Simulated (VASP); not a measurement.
# CdS in VASP: further runs, part 2 of 2

VASP 6.6.1. The steps go on from the part before.

## Step 3: Single point, PBEsol

The input, INCAR:

```
PREC = Accurate
ENCUT = 500
EDIFF = 1E-6
ISMEAR = 0
SIGMA = 0.02
LREAL = F
LASPH = T
NELM = 120
ALGO = Normal
ISIF = 2
LWAVE = F
LCHARG = F
GGA = PS
NBANDS = 46
GGA_COMPAT = F
```

The input, KPOINTS:

```
Automatic mesh
0
Gamma
  8 4 4
```

The input, POSCAR:

```
CdS
1.0
    4.1220757352      0.0000000000      0.0000000000
    0.0000000000      6.7170870940      0.0000000000
    0.0000000000      0.0000000000      7.1413250565
Cd S
4 4
Direct
    0.5000000000     -0.0003966420      0.0000088240
    1.0000000000      0.4996033580      0.1666578427
    1.0000000000     -0.0003966420      0.5000088240
    0.5000000000      0.4996033580      0.6666578427
    0.5000000000      0.6233966420     -0.0000647715
    1.0000000000      0.1233966420      0.1667314382
    1.0000000000      0.6233966420      0.4999352285
    0.5000000000      0.1233966420      0.6667314382
```

Potentials or basis: VASP PAW PBE potentials, release 64 (Cd, S).

On the command line:

```sh
$ cat potpaw_PBE.64/Cd/POTCAR potpaw_PBE.64/S/POTCAR > POTCAR
$ mpirun -np 1 vasp_std > vasp.out
```

OUTCAR:

```text
PREC = Accurate
   ENCUT = 500
   EDIFF = 1E-6
   ISMEAR = 0
   LREAL = F
   LASPH = T
   NELM = 120
   ISIF = 2
   GGA = PS

 ion  position               nearest neighbor table
   1  0.500  1.000  0.000-   8 2.52   6 2.52   6 2.52   5 2.53
   2  0.000  0.500  0.167-   7 2.52   5 2.52   5 2.52   6 2.53
   3  0.000  1.000  0.500-   6 2.52   8 2.52   8 2.52   7 2.53
   4  0.500  0.500  0.667-   5 2.52   7 2.52   7 2.52   8 2.53
   5  0.500  0.623  1.000-   4 2.52   2 2.52   2 2.52   1 2.53
   6  0.000  0.123  0.167-   3 2.52   1 2.52   1 2.52   2 2.53
   7  0.000  0.623  0.500-   2 2.52   4 2.52   4 2.52   3 2.53
   8  0.500  0.123  0.667-   1 2.52   3 2.52   3 2.52   4 2.53

  LATTYP: Found a simple orthorhombic cell.
 ALAT       =     4.1220757352
 B/A-ratio  =     1.6295399516
 C/A-ratio  =     1.7324584785

  Lattice vectors:

 A1 = (   4.1220757352,   0.0000000000,   0.0000000000)
 A2 = (   0.0000000000,   6.7170870940,   0.0000000000)
 A3 = (   0.0000000000,   0.0000000000,   7.1413250565)

Analysis of symmetry for initial positions (statically):
=====================================================================
 Subroutine PRICEL returns following result:

  LATTYP: Found a base centered orthorhombic cell.
 ALAT       =     4.1220757352
 B/A-ratio  =     1.7324584785
 C/A-ratio  =     1.6295399516

  Lattice vectors:

 A1 = (   2.0610378676,   0.0000000000,   3.5706625283)
 A2 = (   2.0610378676,   0.0000000000,  -3.5706625283)
 A3 = (   0.0000000000,   6.7170870940,   0.0000000000)

   2 primitive cells build up your supercell.

 Routine SETGRP: Setting up the symmetry group for a
 simple orthorhombic supercell.

 Subroutine GETGRP returns: Found  4 space group operations
 (whereof  2 operations were pure point group operations)
[... 154 lines left out ...]
     AMIX_MAG =   1.60;   BMIX_MAG =  1.00
  volume/ion in A,a.u.               =      24.72       166.79
  Fermi-wavevector in a.u.,A,eV,Ry     =   1.169034  2.209154 18.594267  1.366640
  Thomas-Fermi vector in A             =   2.305512
   LORBIT       =      0    0 simple, 1 ext, 2 COOP (PROOUT), +10 PAW based schemes
   GGA     = PS    functional components
   LHFCALC =     F    Hartree Fock is set to
   AEXX    =    0.0000 exact exchange contribution
   IVDW    =     0    specifies the selected vdW correction
   LEPSILON=     F    determine dielectric tensor
   LRPA    =     F    only Hartree local field effects (RPA)
 non-spin polarized calculation
 Gauss-broadening in eV      SIGMA  =   0.02
  energy-cutoff  :      500.00
  volume of cell :      197.73
 maximum number of plane-waves:      5078
   NGX = 15   NGY = 25   NGZ = 27

 number of electron      72.0000002 magnetization

 Free energy of the ion-electron system (eV)
  ---------------------------------------------------
  ext. energy  EPLUGINS =         0.00000000
  ---------------------------------------------------
  free energy    TOTEN  =       -27.26496060 eV

  energy without entropy =      -27.26496060  energy(sigma->0) =      -27.26496060

 E-fermi :   1.3271     XC(G=0):  -9.3878

 val. band max:        1.2440046192   @ k =   0.0000   0.0000   0.0000
 cond. band min:       2.3372492937   @ k =   0.0000   0.0000   0.0000
 fundamental gap:      1.0932446745
 Fermi energy:         1.3270753913

 k-point     1 :       0.0000    0.0000    0.0000
  band No.  band energies     occupation
      1     -11.1695      2.00000
      2     -10.7307      2.00000
      3     -10.7211      2.00000
      4     -10.5906      2.00000
      5      -6.4810      2.00000
      6      -6.4729      2.00000
[... 1165 lines left out ...]
     45       7.7750      0.00000
     46       8.3077      0.00000

 [... further k-points ...]

------------------------ aborting loop because EDIFF is reached ----------------------------------------

  FORCE on cell =-STRESS in cart. coord.  units (eV):
  Direction    XX          YY          ZZ          XY          YZ          ZX
  --------------------------------------------------------------------------------------
  -------------------------------------------------------------------------------------
  Total        0.4871269      0.4015092      0.4799750      0.0000000      0.0000000      0.0000000
  in kB        3.9470890      3.2533465      3.8891389      0.0000000      0.0000000      0.0000000
  external PRESSURE =       3.6965248 kB  Pullay stress =       0.0000000 kB

 VOLUME and BASIS-vectors are now :
 -----------------------------------------------------------------------------
  energy-cutoff  :      500.00
  volume of cell :      197.73
      direct lattice vectors                 reciprocal lattice vectors
     4.122075735  0.000000000  0.000000000     0.242596222  0.000000000  0.000000000
     0.000000000  6.717087094  0.000000000     0.000000000  0.148874056  0.000000000
     0.000000000  0.000000000  7.141325057     0.000000000  0.000000000  0.140030035

 POSITION                                       TOTAL-FORCE (eV/Angst)
 -----------------------------------------------------------------------------------
      2.06104      6.71442      0.00006        -0.000000     -0.000856      0.000627
      0.00000      3.35588      1.19016        -0.000000     -0.000856     -0.000627
      0.00000      6.71442      3.57073        -0.000000     -0.000856      0.000627
      2.06104      3.35588      4.76082         0.000000     -0.000856     -0.000627
      2.06104      4.18741      7.14086         0.000000      0.000856      0.000867
      0.00000      0.82887      1.19068         0.000000      0.000856     -0.000867
      0.00000      4.18741      3.57020         0.000000      0.000856      0.000867
      2.06104      0.82887      4.76135         0.000000      0.000856     -0.000867
 -----------------------------------------------------------------------------------
    total drift:                                0.000000     -0.000825      0.000014

  FREE ENERGIE OF THE ION-ELECTRON SYSTEM (eV)
  ---------------------------------------------------
  free  energy   TOTEN  =       -27.2649606028 eV

  energy  without entropy=      -27.2649606028  energy(sigma->0) =      -27.26496060
```

OSZICAR:

```text
N       E                     dE             d eps       ncg     rms          rms(c)
DAV:   1     0.507235750458E+03    0.50724E+03   -0.34303E+04  4140   0.140E+03
DAV:   2     0.436378539705E+01   -0.50287E+03   -0.48811E+03  4520   0.354E+02
DAV:   3    -0.287823421409E+02   -0.33146E+02   -0.32955E+02  4888   0.885E+01
DAV:   4    -0.292475430235E+02   -0.46520E+00   -0.46458E+00  4796   0.101E+01
DAV:   5    -0.292551786468E+02   -0.76356E-02   -0.76348E-02  4888   0.130E+00    0.157E+01
DAV:   6    -0.273156584772E+02    0.19395E+01   -0.43675E+00  5194   0.170E+01    0.123E+01
DAV:   7    -0.272878006051E+02    0.27858E-01   -0.16771E+00  4600   0.531E+00    0.529E+00
DAV:   8    -0.272696419862E+02    0.18159E-01   -0.28200E-01  4820   0.398E+00    0.818E-01
DAV:   9    -0.272648996779E+02    0.47423E-02   -0.49082E-02  5036   0.209E+00    0.245E-01
DAV:  10    -0.272647792690E+02    0.12041E-03   -0.28290E-03  4802   0.422E-01    0.143E-01
DAV:  11    -0.272647899927E+02   -0.10724E-04   -0.19510E-04  4828   0.710E-02    0.174E-01
DAV:  12    -0.272649872435E+02   -0.19725E-03   -0.30756E-04  4532   0.695E-02    0.205E-01
DAV:  13    -0.272649815336E+02    0.57099E-05   -0.58466E-05  4806   0.461E-02    0.146E-01
DAV:  14    -0.272649762246E+02    0.53091E-05   -0.29221E-06  3888   0.972E-03    0.125E-01
DAV:  15    -0.272649630829E+02    0.13142E-04   -0.19637E-05  4300   0.149E-02    0.614E-02
DAV:  16    -0.272649605456E+02    0.25373E-05   -0.12871E-05  4700   0.135E-02    0.748E-03
DAV:  17    -0.272649606028E+02   -0.57144E-07   -0.78654E-07  2530   0.326E-03
   1 F= -.27264961E+02 E0= -.27264961E+02  d E =-.490514E-11
```

stdout:

```text
POSCAR found type information on POSCAR CdS
 POSCAR found :  2 types and       8 ions
 scaLAPACK will be used
 -----------------------------------------------------------------------------
|                                                                             |
|                                                                             |
|     You enforced a specific xc type in the INCAR file but a different       |
|     I HOPE YOU KNOW WHAT YOU ARE DOING!                                     |
|                                                                             |
 -----------------------------------------------------------------------------

 LDA part: xc-table for (Slater+PW92), standard interpolation
 POSCAR, INCAR and KPOINTS ok, starting setup
 FFT: planning ... GRIDC
 FFT: planning ... GRID_SOFT
 FFT: planning ... GRID
 WAVECAR not read
 entering main loop
```

Wall time 3.7 min (1 thread of Intel Xeon 6975P-C (Granite Rapids), shared host); peak memory 0.45 GiB.

What came out:

* Free energy: -27.2650 eV
* Pressure: 0.4 GPa
* Band gap on the k mesh: 1.09 eV

Caveat: the PAW data sets were made with another functional, which shifts forces and pressure a little.
